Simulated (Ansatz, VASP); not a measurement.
HfO2 in VASP and in Ansatz

```
Hf O
1.0
     3.50368    0.00000    0.00000
     0.00000    3.50368    0.00000
     0.00000    0.00000    5.09603
Hf O
2 4
Direct
  0.50000 0.50000 0.50000
  0.00000 0.00000 0.00000
  0.00000 0.50000 0.69621
  0.50000 0.00000 0.80379
  0.50000 0.00000 0.30379
  0.00000 0.50000 0.19621
```

Alike in both runs: task single point; functional r2SCAN; k mesh 6 × 6 × 4; no spin polarisation.

|  | VASP | Ansatz |
| --- | --- | --- |
| version | VASP 6.6.1 | Ansatz 0.2.0 |
| potentials or method | VASP PAW PBE potentials, release 64 (Hf_pv, O) | plane waves, PAW |
| plane-wave cutoff (eV) | 520 | 500 |
| occupations | gaussian, width 0.01 eV | fixed |
| valence electrons in the cell | 44 | 76 |

```tsv
	VASP	Ansatz	Ansatz less VASP
gap on the k mesh at the Fermi level (eV)	5.49	5.51	+0.012
pressure (GPa)	14.4	18.4	+3.98
traceless stress, the component that is largest in VASP (GPa)	-1.45	-1.57	-0.116
rms of the force components (eV/Å)	0.148	0.176	+0.0277
```

VASP's potentials were made for PBE, not for r2SCAN. Atom by atom the forces differ by 0.028 eV/Å (rms over components). One of these differences is far larger than is usual between the two programs; its cause wasn't traced. VASP's potentials hold 44 valence electrons a cell and Ansatz's 76, so a difference there can come from the potentials and not from the codes.

Spin-orbit coupling is off throughout.
